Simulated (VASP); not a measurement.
# As (Pm-3m) in VASP: elastic constants with PBE

Aim: the elastic constants of As with PBE.

Program: VASP 6.6.1. These are calculated values, not measurements. Logs are shortened: lines on timing, memory, paths and dates and some standing lists are left out, and cuts for length are marked.

### 1 The cell of the first run

Symmetry: Pm-3m, No. 221, cubic system. The conventional cell has a = 2.704 Å, b = 2.704 Å, c = 2.704 Å, α = 90.00°, β = 90.00°, γ = 90.00°. As (site symmetry m-3m) has 6 As at 2.70 Å within 3.6 Å.

This isn't the form of As at room conditions, which is rhombohedral.

### 2 Elastic constants, PBE

INCAR

```
SYSTEM = As
ALGO = Normal
EDIFF = 1E-8
ENCUT = 510
GGA = PE
GGA_COMPAT = .FALSE.
IBRION = 6
ISIF = 3
ISMEAR = -1
LASPH = .TRUE.
LCHARG = .FALSE.
LREAL = .FALSE.
LWAVE = .FALSE.
NELM = 120
NFREE = 2
NSW = 1
POTIM = 0.015
PREC = Accurate
SIGMA = 0.05
```

KPOINTS

```
k-points
0
G
  7 7 7
  0 0 0
```

POSCAR

```
As
1.0
    2.7036817444      0.0000000000      0.0000000000
    0.0000000000      2.7036817444      0.0000000000
    0.0000000000      0.0000000000      2.7036817444
As
1
Direct
    0.5000000000      0.5000000000      0.5000000000
```

Potentials or basis: VASP PAW PBE potentials, release 64 (As_d).

Started as:

```
$ cat potpaw_PBE.64/As_d/POTCAR > POTCAR
$ mpirun -np 1 vasp_std > vasp.out
```

OUTCAR:

```text
SYSTEM = As
   EDIFF = 1E-8
   ENCUT = 510
   GGA = PE
   IBRION = 6
   ISIF = 3
   ISMEAR = -1
   LASPH = .TRUE.
   LREAL = .FALSE.
   NELM = 120
   NFREE = 2
   NSW = 1
   POTIM = 0.015
   PREC = Accurate

 ion  position               nearest neighbor table
   1  0.500  0.500  0.500-

  LATTYP: Found a simple cubic cell.
 ALAT       =     2.7036817444

  Lattice vectors:

 A1 = (   2.7036817444,   0.0000000000,   0.0000000000)
 A2 = (   0.0000000000,   2.7036817444,   0.0000000000)
 A3 = (   0.0000000000,   0.0000000000,   2.7036817444)

Analysis of symmetry for initial positions (statically):
=====================================================================
 Subroutine PRICEL returns:
 Original cell was already a primitive cell.

 Routine SETGRP: Setting up the symmetry group for a
 simple cubic supercell.

 Subroutine GETGRP returns: Found 48 space group operations
 (whereof 48 operations were pure point group operations)
 out of a pool of 48 trial point group operations.

The static configuration has the point symmetry O_h .

Analysis of symmetry for dynamics (positions and initial velocities):
=====================================================================
 Subroutine PRICEL returns:
 Original cell was already a primitive cell.

 Routine SETGRP: Setting up the symmetry group for a
 simple cubic supercell.

 Subroutine GETGRP returns: Found 48 space group operations
 (whereof 48 operations were pure point group operations)
 out of a pool of 48 trial point group operations.

The dynamic configuration has the point symmetry O_h .

 Subroutine INISYM returns: Found 48 space group operations
 (whereof 48 operations are pure point group operations),
 and found     1 'primitive' translations

----------------------------------------------------------------------------------------

                                     Primitive cell

  volume of cell :      19.7636

  direct lattice vectors                    reciprocal lattice vectors
     2.703681744  0.000000000  0.000000000     0.369866018  0.000000000  0.000000000
     0.000000000  2.703681744  0.000000000     0.000000000  0.369866018  0.000000000
     0.000000000  0.000000000  2.703681744     0.000000000  0.000000000  0.369866018

  length of vectors
     2.703681744  2.703681744  2.703681744     0.369866018  0.369866018  0.369866018

  position of ions in fractional coordinates (direct lattice)
     0.500000000  0.500000000  0.500000000

  ion indices of the primitive-cell ions
   primitive index   ion index
                 1           1

----------------------------------------------------------------------------------------

 KPOINTS: k-points

Automatic generation of k-mesh.
 Grid dimensions read from file:
 generate k-points for:    7    7    7

 Generating k-lattice:

  Cartesian coordinates                     Fractional coordinates (reciprocal lattice)
     0.052838003  0.000000000  0.000000000     0.142857143  0.000000000  0.000000000
     0.000000000  0.052838003  0.000000000     0.000000000  0.142857143  0.000000000
     0.000000000  0.000000000  0.052838003     0.000000000  0.000000000  0.142857143

  Length of vectors
     0.052838003  0.052838003  0.052838003

  Shift w.r.t. Gamma in fractional coordinates (k-lattice)
     0.000000000  0.000000000  0.000000000

 Subroutine IBZKPT returns following result:
 ===========================================
[... 62 lines left out ...]
     AMIX     =   0.40;   BMIX     =  1.00
     AMIX_MAG =   1.60;   BMIX_MAG =  1.00
  volume/ion in A,a.u.               =      19.76       133.37
  Fermi-wavevector in a.u.,A,eV,Ry     =   1.493309  2.821945 30.340608  2.229972
  Thomas-Fermi vector in A             =   2.605726
   LORBIT       =      0    0 simple, 1 ext, 2 COOP (PROOUT), +10 PAW based schemes
   GGA     = PE    functional components
   LHFCALC =     F    Hartree Fock is set to
   AEXX    =    0.0000 exact exchange contribution
   IVDW    =     0    specifies the selected vdW correction
   LEPSILON=     F    determine dielectric tensor
   LRPA    =     F    only Hartree local field effects (RPA)
 finite differences with symmetry
 non-spin polarized calculation
  energy-cutoff  :      510.00
  volume of cell :       19.76
 maximum number of plane-waves:       526
 NGX is ok and might be reduce to    20
   NGX =  9   NGY =  9   NGZ =  9

--------------------------------------- Ionic step        1  -------------------------------------------

 number of electron      14.9999963 magnetization

 Free energy of the ion-electron system (eV)
  ---------------------------------------------------
  ext. energy  EPLUGINS =         0.00000000
  ---------------------------------------------------
  free energy    TOTEN  =        -4.59529403 eV

  energy without entropy =       -4.59102849  energy(sigma->0) =       -4.59316126

------------------------ aborting loop because EDIFF is reached ----------------------------------------

  FORCE on cell =-STRESS in cart. coord.  units (eV):
  Direction    XX          YY          ZZ          XY          YZ          ZX
  --------------------------------------------------------------------------------------
  -------------------------------------------------------------------------------------
  Total        0.3350853      0.3350853      0.3350853      0.0000000      0.0000000      0.0000000
  in kB       27.1643427     27.1643427     27.1643427      0.0000000      0.0000000      0.0000000
  external PRESSURE =      27.1643427 kB  Pullay stress =       0.0000000 kB
[... 86 lines left out ...]
  FREE ENERGIE OF THE ION-ELECTRON SYSTEM (eV)
  ---------------------------------------------------
  free  energy   TOTEN  =        -4.5857803917 eV

  energy  without entropy=       -4.5817922586  energy(sigma->0) =       -4.58378633

[... ionic steps 4 to 12 ...]

--------------------------------------- Ionic step       13  -------------------------------------------

 number of electron      14.9999963 magnetization

------------------------ aborting loop because EDIFF is reached ----------------------------------------
[... 65 lines left out ...]
--------------------------------------- Ionic step       15  -------------------------------------------

 number of electron      14.9999975 magnetization

 Free energy of the ion-electron system (eV)
  ---------------------------------------------------
  ext. energy  EPLUGINS =         0.00000000
  ---------------------------------------------------
  free energy    TOTEN  =        -4.59531467 eV

  energy without entropy =       -4.59104914  energy(sigma->0) =       -4.59318190

 E-fermi :   3.9908     XC(G=0): -11.1829

 val. band max:        3.5784861601   @ k =   0.4286   0.2857   0.1429
 cond. band min:       4.0414433644   @ k =   0.4286   0.2857   0.2857
 fundamental gap:      0.4629572043
 Fermi energy:         3.9908480583

 k-point     1 :       0.0000    0.0000    0.0000
  band No.  band energies     occupation
      1     -31.8823      2.00000
      2     -31.8823      2.00000
      3     -31.7781      2.00000
      4     -31.7781      2.00000
      5     -31.7781      2.00000
      6     -10.8570      2.00000
      7       8.2778      0.00000
      8       8.2778      0.00000
      9       8.2778      0.00000
     10      12.7323      0.00000
     11      12.7323      0.00000
[... 292 lines left out ...]
  FREE ENERGIE OF THE ION-ELECTRON SYSTEM (eV)
  ---------------------------------------------------
  free  energy   TOTEN  =        -4.5953146693 eV

  energy  without entropy=       -4.5910491370  energy(sigma->0) =       -4.59318190

 INTERNAL STRAIN TENSORS FROM STRAINED CELLS
 ============================================

 INTERNAL STRAIN TENSOR FOR ION    1 for displacements in x,y,z  (eV/Angst):
          X           Y           Z          XY          YZ          ZX
  --------------------------------------------------------------------------------
  x     0.00000     0.00000     0.00000     0.00000     0.00000    -0.00000
  y     0.00000     0.00000     0.00000     0.00000     0.00000     0.00000
  z     0.00000     0.00000     0.00000     0.00000     0.00000     0.00000

 INTERNAL STRAIN TENSORS FROM DISPLACED ATOMS
 ============================================

 INTERNAL STRAIN TENSOR FOR ION    1 for displacements in x,y,z  (eV/Angst):
          X           Y           Z          XY          YZ          ZX
  --------------------------------------------------------------------------------
  x     0.00000     0.00000     0.00000     0.00000     0.00000     0.00000
  y     0.00000     0.00000     0.00000     0.00000     0.00000     0.00000
  z     0.00000     0.00000     0.00000     0.00000     0.00000     0.00000

 Eigenvectors and eigenvalues of the dynamical matrix
 ----------------------------------------------------

   1 f  =    0.000000 THz     0.000000 2PiTHz    0.000000 cm-1     0.000000 meV
             X         Y         Z           dx          dy          dz
      1.351841  1.351841  1.351841     0.000000   -1.000000    0.000000

   2 f  =    0.000000 THz     0.000000 2PiTHz    0.000000 cm-1     0.000000 meV
             X         Y         Z           dx          dy          dz
      1.351841  1.351841  1.351841    -1.000000    0.000000    0.000000

   3 f  =    0.000000 THz     0.000000 2PiTHz    0.000000 cm-1     0.000000 meV
             X         Y         Z           dx          dy          dz
      1.351841  1.351841  1.351841     0.000000    0.000000    1.000000

--------------------------------------------------------------------------------------------------------

 ELASTIC MODULI CONTR FROM IONIC RELAXATION (kBar)
 Direction    XX          YY          ZZ          XY          YZ          ZX
 --------------------------------------------------------------------------------
 XX           0.0000      0.0000      0.0000      0.0000      0.0000      0.0000
 YY           0.0000      0.0000      0.0000      0.0000      0.0000      0.0000
 ZZ           0.0000      0.0000      0.0000      0.0000      0.0000      0.0000
 XY           0.0000      0.0000      0.0000      0.0000      0.0000      0.0000
 YZ           0.0000      0.0000      0.0000      0.0000      0.0000      0.0000
 ZX           0.0000      0.0000      0.0000      0.0000      0.0000      0.0000
 --------------------------------------------------------------------------------

 TOTAL ELASTIC MODULI (kBar)
 Direction    XX          YY          ZZ          XY          YZ          ZX
 --------------------------------------------------------------------------------
 XX        3058.2060   -155.8199   -155.8199     -0.0000     -0.0000      0.0000
 YY        -155.8199   3058.2060   -155.8199      0.0000      0.0000      0.0000
 ZZ        -155.8199   -155.8199   3058.2060     -0.0000     -0.0000     -0.0000
 XY          -0.0000      0.0000     -0.0000    115.1388      0.0000      0.0000
 YZ          -0.0000      0.0000     -0.0000      0.0000    115.1388      0.0000
 ZX           0.0000      0.0000     -0.0000      0.0000      0.0000    115.1388
 --------------------------------------------------------------------------------
```

Run time: 59 s. Hardware: 1 thread of Intel Xeon 6975P-C (Granite Rapids), shared host; peak memory 0.15 GiB.

What came out:

| Quantity | Value |
| --- | --- |
| Elastic constants C11, C12, C44 | 306, -16, 12 GPa |
| Voigt bulk modulus | 92 GPa |

Elastic tensor in Voigt notation (GPa, in the Cartesian axes of the cell as first typed):
```
306 -16 -16   0   0   0
-16 306 -16   0   0   0
-16 -16 306   0   0   0
  0   0   0  12   0   0
  0   0   0   0  12   0
  0   0   0   0   0  12
```

Clamped-ion elastic tensor (GPa):
```
306 -16 -16   0   0   0
-16 306 -16   0   0   0
-16 -16 306   0   0   0
  0   0   0  12   0   0
  0   0   0   0  12   0
  0   0   0   0   0  12
```

Caveat: the cell is under stress, which shifts elastic constants.
